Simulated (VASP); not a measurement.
Set up this calculation in VASP 6.6.1, as the native input.

```yaml
Task: relaxation of cell and atoms
Functional: LDA
Potentials_or_basis: VASP PAW LDA potentials, release 64 (Fe)
Cutoff: 600 eV
k_mesh: 14 × 14 × 4
Occupations: fermi-dirac, width 0.1 eV
Spin: no spin polarisation
Dipole_correction: no
Further_INCAR_settings: ALGO = Normal; EDIFF = 1e-07; IBRION = 2; EDIFFG = -0.01; NSW = 80; ISIF = 3
```

The structure of Fe lies in POSCAR:

```
Fe
1.0
    2.5537576109      0.0000000000      0.0000000000
   -1.2768788055      2.2116189662      0.0000000000
    0.0000000000      0.0000000000      8.3405723573
Fe
4
Direct
    0.0000000000      0.0000000000      0.0000000000
    0.0000000000      0.0000000000      0.5000000000
    0.3333333333      0.6666666667      0.2500000000
    0.6666666667      0.3333333333      0.7500000000
```

This isn't the form of Fe at room conditions, which is bcc.

The input as run:

INCAR

```
ALGO = Normal
EDIFF = 1E-7
EDIFFG = -0.01
ENCUT = 600
GGA = CA
IBRION = 2
ISIF = 3
ISMEAR = -1
LASPH = True
LCHARG = False
LREAL = False
LWAVE = False
NELM = 100
NSW = 80
PREC = Accurate
SIGMA = 0.1
```

KPOINTS

```
k-points
0
Gamma
  14 14 4
```

Potentials or basis: VASP PAW LDA potentials, release 64 (Fe).

Command:

```sh
$ cat potpaw_LDA.64/Fe/POTCAR > POTCAR
$ mpirun -np 1 vasp_std > vasp.out
```

It gave:

```yaml
Relaxed_volume: 9.59 Å³/atom
Relaxed_cell: a = 2.396 Å, b = 2.396 Å, c = 7.712 Å, α = 90.00°, β = 90.00°, γ = 120.00°
Space_group_after_relaxing_to_0.1_Å: P6_3/mmc (No. 194)
Pressure_after_relaxing: 0.0 GPa
```

Caveat: the volume moved by over 15 % at a fixed basis, so the end points are rough; the highest band is partly filled, so the run has too few bands; the run has no spin polarisation, though such a crystal can be magnetic.

Run time: 10 min on 1 thread of Intel Xeon 8259CL, with other jobs on the host, peak memory 0.21 GiB.
